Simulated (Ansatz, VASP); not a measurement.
## One calculation of Au, two programs

File INCAR:

```
PREC = Accurate
ENCUT = 400
EDIFF = 1E-8
ISMEAR = -1
SIGMA = 0.08
LREAL = False
LASPH = True
NELM = 120
ALGO = Normal
ISIF = 2
LWAVE = False
LCHARG = False
GGA = PE
LEFG = True
NBANDS = 12
GGA_COMPAT = False
```

Contents of KPOINTS:

```
Automatic mesh
0
Gamma
  12 12 12
```

Contents of POSCAR:

```
Au
1.0
    2.6922198243      0.0000000000      0.0000000000
    0.0000000000      2.6922198243      0.0000000000
    0.0000000000      0.0000000000      2.6922198243
Au
1
Direct
    0.0000000000      0.0000000000      0.0000000000
```

Input for Ansatz:

```yaml
crystal:
  lattice:
    - [2.6922198243, 0.0, 0.0]
    - [0.0, 2.6922198243, 0.0]
    - [0.0, 0.0, 2.6922198243]
  atoms:
    - { symbol: Au, position: [0.0, 0.0, 0.0] }
kpoints:
  mp_grid: { grid: [12, 12, 12] }
scf:
  occupations: { method: fermi_dirac, width: 0.08 }
hamiltonian:
  xc: pbe
  pseudopotentials: { kind: all_electron, datasets: crystal }
output:
  forces: true
  stress: true
  eigenvalues: true
  efg: { contact_densities: true }
```

Change from the starting cell: volume scaled by 0.9405, crystal datasets.

Alike in both runs: task electric field gradients; functional PBE; k mesh 12 × 12 × 12; occupations fermi-dirac, width 0.08 eV; no spin polarisation.

|  | VASP | Ansatz |
| --- | --- | --- |
| version | VASP 6.6.1 | Ansatz 0.2.0 |
| potentials or method | VASP PAW PBE potentials, release 64 (Au), cutoff 400 eV | all-electron PAW with datasets made for the crystal, scalar-relativistic |

Ansatz gave:

```
pressure (GPa) : 7.7
```

Question: Estimate VASP's values.

Answer: Pressure (GPa): 7.4.

Ansatz ran all-electron here, and VASP with PAW potentials.

Spin-orbit coupling is off throughout.
